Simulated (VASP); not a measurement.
Wanted: the native input for a VASP 6.6.1 run.

* Task: single point
* Functional: PBE
* Potentials or basis: VASP PAW PBE potentials, release 64 (Al)
* Cutoff: 520 eV
* k mesh: 14 × 14 × 14
* Occupations: gaussian, width 0.1 eV
* Spin: no spin polarisation
* Dipole correction: no
* Further INCAR settings: ALGO = Normal; EDIFF = 1e-07; NBANDS = 10

The structure of Al lies in POSCAR:

```
Al
1.0
    3.2341004139      0.0000000000      0.0000000000
    0.0000000000      3.2341004139      0.0000000000
    0.0000000000      0.0000000000      3.2341004139
Al
2
Direct
    0.0000000000      0.0000000000      0.0000000000
    0.5000000000      0.5000000000      0.5000000000
```

These files were run (other wordings do the same):

INCAR

```
ALGO = Normal
EDIFF = 1E-7
ENCUT = 520
GGA = PE
ISIF = 2
ISMEAR = 0
LASPH = T
LCHARG = T
LELF = T
LREAL = F
LVHAR = T
LWAVE = F
NBANDS = 10
NELM = 100
PREC = Accurate
SIGMA = 0.1
```

KPOINTS

```
k-points
0
Gamma
  14 14 14
```

Potentials or basis: VASP PAW PBE potentials, release 64 (Al).

Launch:

```bash
$ cat potpaw_PBE.64/Al/POTCAR > POTCAR
$ mpirun -np 1 vasp_std > vasp.out
```

Results of the run:

```json
{
 "Pressure": "0.0 GPa",
 "Band gap on the k mesh": "zero (band 3 reaches 12.69 eV, above the bottom of band 4 at 3.91 eV)"
}
```

Run time: 11 s on 1 thread of Intel(R) Xeon(R) 6975P-C (Granite Rapids), on a shared host, peak memory 0.14 GiB.
